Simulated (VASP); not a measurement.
Input of a VASP 6.6.1 run:

The input INCAR:

```
PREC = Accurate
ENCUT = 520
EDIFF = 1E-6
ISMEAR = 0
SIGMA = 0.02
LREAL = False
LASPH = True
NELM = 100
ALGO = Normal
ISIF = 2
LWAVE = False
LCHARG = False
GGA = PE
NBANDS = 47
```

File KPOINTS:

```
Automatic mesh
0
Gamma
  4 4 4
```

The input POSCAR:

```
HfSi3O8
1.0
    5.3228272445      0.0000000000      0.0000000000
    0.0000000000      5.3228272445      0.0000000000
    0.0000000000      0.0000000000      7.9365090900
Hf Si O
1 3 8
Direct
    0.5000000000      0.5000000000      0.5000000000
    0.0000000000      0.0000000000      0.0000000000
    0.5000000000      0.0000000000      0.7781413922
    0.0000000000      0.5000000000      0.2218586078
    0.4226919822      0.7687585125      0.6554806510
    0.9303955131      0.2516207265      0.1090817262
    0.7483792735      0.9303955131      0.8909182738
    0.2312414875      0.4226919822      0.3445193490
    0.5773080178      0.2312414875      0.6554806510
    0.0696044869      0.7483792735      0.1090817262
    0.2516207265      0.0696044869      0.8909182738
    0.7687585125      0.5773080178      0.3445193490
```

Potentials or basis: VASP PAW PBE potentials, release 64 (Hf_pv, Si, O).

Command:

```sh
$ cat potpaw_PBE.64/Hf_pv/POTCAR potpaw_PBE.64/Si/POTCAR potpaw_PBE.64/O/POTCAR > POTCAR
$ mpirun -np 1 vasp_std > vasp.out
```

(1) Estimate the pressure.

(2) Predict the largest force.

(3) Predict the band gap on the k mesh.

Results:

(1) -0.2 GPa.

(2) 0.193 eV/Å.

(3) 4.91 eV, direct.

Caveat: spin-orbit coupling is left out, which moves the levels of the heavy elements.
